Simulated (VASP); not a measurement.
# W (Immm) in VASP: a series of runs

Runs on W. Level: r2SCAN. Tasks: single point.

Program: VASP 6.6.1. These are calculated values, not measurements. Logs are shortened: lines on timing, memory, paths and dates and some standing lists are left out, and cuts for length are marked.

### 1 The cell of the first run

Symmetry: Immm, No. 71, orthorhombic system. The conventional cell has a = 2.995 Å, b = 3.195 Å, c = 3.394 Å, α = 90.00°, β = 90.00°, γ = 90.00°. Within 3.7 Å of W (site symmetry mmm) lie 14 W at 2.77 to 3.39 Å.

### 2 Single point, r2SCAN (strain +0.0625 x Voigt [1, -1, 0, 0, 0, 0])

Input file POSCAR:

```
W
1.0
   -1.6971312500      1.4974687500      1.5973000000
    1.6971312500     -1.4974687500      1.5973000000
    1.6971312500      1.4974687500     -1.5973000000
W
1
Direct
    0.0000000000      0.0000000000      0.0000000000
```

Input file INCAR.step1:

```
PREC     = Accurate       # precision mode
ENCUT    = 520            # plane-wave cutoff, eV
ISMEAR   = 0              # smearing method
SIGMA    = 0.15           # smearing width, eV
LREAL    = False          # projectors in reciprocal space
LASPH    = True           # aspherical terms in the spheres
NELM     = 60             # most SCF steps
NBANDS   = 13             # bands
GGA      = PE             # functional
ALGO     = Normal         # electronic algorithm
EDIFF    = 1E-4           # SCF threshold, eV
LWAVE    = True           # write WAVECAR
LCHARG   = False          # write CHGCAR
```

Input file INCAR.step2:

```
PREC     = Accurate       # precision mode
ENCUT    = 520            # plane-wave cutoff, eV
EDIFF    = 1E-7           # SCF threshold, eV
ISMEAR   = 0              # smearing method
SIGMA    = 0.15           # smearing width, eV
LREAL    = False          # projectors in reciprocal space
LASPH    = True           # aspherical terms in the spheres
NELM     = 60             # most SCF steps
ALGO     = Normal         # electronic algorithm
ISIF     = 2              # what is computed and relaxed
LWAVE    = False          # write WAVECAR
LCHARG   = True           # write CHGCAR
METAGGA  = R2SCAN         # meta-GGA
LMIXTAU  = True         
LELF     = True           # ELF
LVHAR    = True         
NBANDS   = 13             # bands
ISTART   = 1
```

Input file KPOINTS:

```
Automatic mesh
0
Gamma
  20 20 20
```

Potentials or basis: VASP PAW PBE potentials, release 64 (W_sv).

Run with:

```
cat potpaw_PBE.64/W_sv/POTCAR > POTCAR
cp INCAR.step1 INCAR
mpirun -np 1 vasp_std > vasp.out
cp INCAR.step2 INCAR
mpirun -np 1 vasp_std > vasp.out
```

OUTCAR:

```text
PREC = Accurate
   ENCUT = 520
   EDIFF = 1E-7
   ISMEAR = 0
   LREAL = False
   LASPH = True
   NELM = 60
   ISIF = 2
   METAGGA = R2SCAN
   ISTART = 1

 ion  position               nearest neighbor table
   1  0.000  0.000  0.000-

  LATTYP: Found a body centered orthorhombic cell.
 ALAT       =     2.9949375000
 B/A-ratio  =     1.0666666667
 C/A-ratio  =     1.1333333333

  Lattice vectors:

 A1 = (  -1.6971312500,  -1.4974687500,  -1.5973000000)
 A2 = (  -1.6971312500,   1.4974687500,   1.5973000000)
 A3 = (   1.6971312500,   1.4974687500,  -1.5973000000)

Analysis of symmetry for initial positions (statically):
=====================================================================
 Subroutine PRICEL returns:
 Original cell was already a primitive cell.

 Routine SETGRP: Setting up the symmetry group for a
 body centered orthorhombic supercell.

 Subroutine GETGRP returns: Found  8 space group operations
 (whereof  8 operations were pure point group operations)
 out of a pool of  8 trial point group operations.

The static configuration has the point symmetry D_2h.

Analysis of symmetry for dynamics (positions and initial velocities):
=====================================================================
 Subroutine PRICEL returns:
 Original cell was already a primitive cell.

 Routine SETGRP: Setting up the symmetry group for a
 body centered orthorhombic supercell.

 Subroutine GETGRP returns: Found  8 space group operations
 (whereof  8 operations were pure point group operations)
 out of a pool of  8 trial point group operations.

The dynamic configuration has the point symmetry D_2h.

 Subroutine INISYM returns: Found  8 space group operations
 (whereof  8 operations are pure point group operations),
 and found     1 'primitive' translations

----------------------------------------------------------------------------------------

                                     Primitive cell

  volume of cell :      16.2375

  direct lattice vectors                    reciprocal lattice vectors
    -1.697131250  1.497468750  1.597300000     0.000000000  0.333896784  0.313028235
     1.697131250 -1.497468750  1.597300000     0.294614810  0.000000000  0.313028235
     1.697131250  1.497468750 -1.597300000     0.294614810  0.333896784  0.000000000

  length of vectors
     2.770204763  2.770204763  2.770204763     0.457683011  0.429865749  0.445291981

  position of ions in fractional coordinates (direct lattice)
     0.000000000  0.000000000  0.000000000

  ion indices of the primitive-cell ions
   primitive index   ion index
                 1           1

----------------------------------------------------------------------------------------

 KPOINTS: Automatic mesh

Automatic generation of k-mesh.
 Grid dimensions read from file:
 generate k-points for:   20   20   20

 Generating k-lattice:

  Cartesian coordinates                     Fractional coordinates (reciprocal lattice)
     0.000000000  0.016694839  0.015651412     0.050000000  0.000000000  0.000000000
     0.014730740  0.000000000  0.015651412    -0.000000000  0.050000000  0.000000000
     0.014730740  0.016694839  0.000000000    -0.000000000  0.000000000  0.050000000

  Length of vectors
     0.022884151  0.021493287  0.022264599

  Shift w.r.t. Gamma in fractional coordinates (k-lattice)
     0.000000000  0.000000000  0.000000000

 Subroutine IBZKPT returns following result:
 ===========================================

 Found   1166 irreducible k-points:

 Following reciprocal coordinates:
            Coordinates               Weight
  0.000000  0.000000  0.000000      1.000000
  0.050000  0.000000 -0.000000      4.000000
  0.100000  0.000000 -0.000000      4.000000
  0.150000  0.000000 -0.000000      4.000000
  0.200000  0.000000 -0.000000      4.000000
  0.250000  0.000000  0.000000      4.000000
[... 16 lines left out ...]
 -0.450000  0.050000  0.000000      8.000000
 -0.400000  0.050000  0.000000      8.000000
 [... further k-points ...]
   k-points           NKPTS =   1166   k-points in BZ     NKDIM =   1166   number of bands    NBANDS=     13
   number of dos      NEDOS =    301   number of ions     NIONS =      1
   total plane-waves  NPLWV =  13824
   dimension x,y,z NGX =    24 NGY =   24 NGZ =   24
   dimension x,y,z NGXF=    48 NGYF=   48 NGZF=   48
   ions per type =               1
   NGX,Y,Z   is equivalent  to a cutoff of  14.40, 14.40, 14.40 a.u.
   NGXF,Y,Z  is equivalent  to a cutoff of  28.81, 28.81, 28.81 a.u.
 SYSTEM =  unknown system
   PREC   = accura    normal or accurate (medium, high low for compatibility)
   ISTART =      1    job   : 0-new  1-cont  2-samecut
   ICHARG =      0    charge: 1-file 2-atom 10-const
   ISPIN  =      1    spin polarized calculation?
   LNONCOLLINEAR =      F non collinear calculations
   LSORBIT =      F    spin-orbit coupling
   LASPH  =      T    aspherical Exc in radial PAW
   ENCUT  =  520.0 eV  38.22 Ry    6.18 a.u.   5.15  5.15  5.15*2*pi/ulx,y,z
   NELM   =     60;   NELMIN=  2; NELMDL=  0     # of ELM steps
   EDIFF  = 0.1E-06   stopping-criterion for ELM
   LREAL  =      F    real-space projection
   EDIFFG = 0.1E-05   stopping-criterion for IOM
   NSW    =      0    number of steps for IOM
   IBRION =     -1    ionic relax: 0-MD 1-quasi-New 2-CG
   NFREE  =      0    steps in history (QN), initial steepest desc. (CG)
   ISIF   =      2    stress and relaxation
   ISYM   =      2    0-nonsym 1-usesym 2-fastsym
   POTIM  = 0.5000    time-step for ionic-motion
   TEBEG  =    0.0;   TEEND  =   0.0 temperature during run
   PSTRESS=    0.0 pullay stress
   NELECT =      14.0000    total number of electrons
   NUPDOWN=      -1.0000    fix difference up-down
   EMIN   =  10.00;   EMAX   =-10.00  energy-range for DOS
   EFERMI =   0.00;   METHOD = LEGACY
   ISMEAR =     0;   SIGMA  =   0.15  broadening in eV -4-tet -1-fermi 0-gaus
   EFERMI_NEDOS =   21; number of points for ismear=-14 and -15
   IALGO  =     38    algorithm
   IMIX   =      4    mixing-type and parameters
     AMIX     =   0.40;   BMIX     =  1.00
     AMIX_MAG =   1.60;   BMIX_MAG =  1.00
  volume/ion in A,a.u.               =      16.24       109.58
  Fermi-wavevector in a.u.,A,eV,Ry     =   1.558156  2.944488 33.032908  2.427850
  Thomas-Fermi vector in A             =   2.661702
   LORBIT       =      0    0 simple, 1 ext, 2 COOP (PROOUT), +10 PAW based schemes
   METAGGA = R2SCAN    functional components
   LHFCALC =     F    Hartree Fock is set to
   AEXX    =    0.0000 exact exchange contribution
   IVDW    =     0    specifies the selected vdW correction
   LEPSILON=     F    determine dielectric tensor
   LRPA    =     F    only Hartree local field effects (RPA)
 non-spin polarized calculation
 Gauss-broadening in eV      SIGMA  =   0.15
  energy-cutoff  :      520.00
  volume of cell :       16.24
 maximum number of plane-waves:       452
 NGX is ok and might be reduce to    24
   NGX = 11   NGY = 11   NGZ = 11

 number of electron      14.0000001 magnetization

 Free energy of the ion-electron system (eV)
  ---------------------------------------------------
  ext. energy  EPLUGINS =         0.00000000
  ---------------------------------------------------
  free energy    TOTEN  =       -51.22481974 eV

  energy without entropy =      -51.21980346  energy(sigma->0) =      -51.22231160

 E-fermi :  10.9539     XC(G=0): -14.8006

 val. band max:       10.9499459392   @ k =  -0.1500   0.4500   0.1500
 cond. band min:      10.9566098075   @ k =   0.4000   0.1000   0.0500
 fundamental gap:      0.0066638682
 Fermi energy:        10.9538853488

 k-point     1 :       0.0000    0.0000    0.0000
  band No.  band energies     occupation
      1     -65.1899      2.00000
      2     -28.1103      2.00000
      3     -28.1039      2.00000
      4     -28.0496      2.00000
      5       0.9549      2.00000
      6       8.9248      2.00000
      7       9.9308      2.00000
      8      10.6541      1.99530
      9      12.3241      0.00000
     10      14.2796      0.00000
     11      25.0783      0.00000
     12      26.1947      0.00000
     13      27.6536      0.00000

 k-point     2 :       0.0500    0.0000   -0.0000
  band No.  band energies     occupation
      1     -65.1864      2.00000
      2     -28.1302      2.00000
      3     -28.1155      2.00000
      4     -28.0654      2.00000
      5       1.0869      2.00000
      6       8.9415      2.00000
      7       9.9375      2.00000
      8      10.6054      1.99898
      9      12.3490      0.00000
     10      14.1628      0.00000
     11      25.3186      0.00000
     12      26.4117      0.00000
     13      27.7923      0.00000

 k-point     3 :       0.1000    0.0000   -0.0000
  band No.  band energies     occupation
      1     -65.1762      2.00000
      2     -28.2132      2.00000
      3     -28.1493      2.00000
      4     -28.0848      2.00000
      5       1.4720      2.00000
      6       8.8769      2.00000
      7      10.0903      2.00000
      8      10.4328      2.00000
      9      12.4389      0.00000
     10      13.9024      0.00000
     11      26.0165      0.00000
     12      26.9380      0.00000
     13      28.1732      0.00000
[... 305 lines left out ...]
 k-point    23 :      -0.4500    0.0500    0.0000
  band No.  band energies     occupation
      1     -65.0519      2.00000
      2     -29.2649      2.00000
      3     -28.5435      2.00000
      4     -28.1834      2.00000
      5       4.7062      2.00000
      6       6.7102      2.00000
      7      10.9685      0.89046
      8      13.8994      0.00000
      9      15.1589      0.00000
     10      16.4504      0.00000
     11      23.3656      0.00000
     12      23.5751      0.00000
     13      27.7584      0.00000

 k-point    24 :      -0.4000    0.0500    0.0000
  band No.  band energies     occupation
      1     -65.0649      2.00000
      2     -29.1625      2.00000
      3     -28.5003      2.00000
      4     -28.1762      2.00000
      5       4.7128      2.00000
      6       6.9142      2.00000
      7      10.1239      2.00000
      8      13.7003      0.00000
      9      14.8172      0.00000
     10      15.3642      0.00000
     11      24.2033      0.00000
     12      25.0528      0.00000
     13      29.2214      0.00000

 [... further k-points ...]

------------------------ aborting loop because EDIFF is reached ----------------------------------------

  FORCE on cell =-STRESS in cart. coord.  units (eV):
  Direction    XX          YY          ZZ          XY          YZ          ZX
  --------------------------------------------------------------------------------------
  -------------------------------------------------------------------------------------
  Total       -2.1103099      1.6703913     -0.5957245      0.0000000      0.0000000      0.0000000
  in kB     -208.2270467    164.8196986    -58.7809204      0.0000000      0.0000000      0.0000000
  external PRESSURE =     -34.0627562 kB  Pullay stress =       0.0000000 kB

 VOLUME and BASIS-vectors are now :
 -----------------------------------------------------------------------------
  energy-cutoff  :      520.00
  volume of cell :       16.24
      direct lattice vectors                 reciprocal lattice vectors
    -1.697131250  1.497468750  1.597300000     0.000000000  0.333896784  0.313028235
     1.697131250 -1.497468750  1.597300000     0.294614810  0.000000000  0.313028235
     1.697131250  1.497468750 -1.597300000     0.294614810  0.333896784  0.000000000

 POSITION                                       TOTAL-FORCE (eV/Angst)
 -----------------------------------------------------------------------------------
      0.00000      0.00000      0.00000         0.000000      0.000000      0.000000
 -----------------------------------------------------------------------------------
    total drift:                               -0.000000      0.000000      0.000000

  FREE ENERGIE OF THE ION-ELECTRON SYSTEM (eV)
  ---------------------------------------------------
  free  energy   TOTEN  =       -51.2248197350 eV

  energy  without entropy=      -51.2198034571  energy(sigma->0) =      -51.22231160
```

It took 8.4 min on 1 thread of Intel Xeon Platinum 8488C (Sapphire Rapids), shared host; peak memory 0.34 GiB.

What came out:

* Free energy: -51.2248 eV
* Pressure: -3.4 GPa
* Band gap on the k mesh: zero (bands 7 and 8 overlap by 6.15 eV)

Stress tensor (GPa, compression positive):
```
-20.82   0.00   0.00
  0.00  16.48   0.00
  0.00   0.00  -5.88
```

Caveat: the cell differs from its parent crystal (strain +0.0625 x Voigt [1, -1, 0, 0, 0, 0]); the stress differs along the axes, from -21 to 16 GPa; the PAW data sets were made with another functional, which shifts forces and pressure a little; spin-orbit coupling is left out, which moves the levels of the heavy elements.

[end of part 1 of 2]
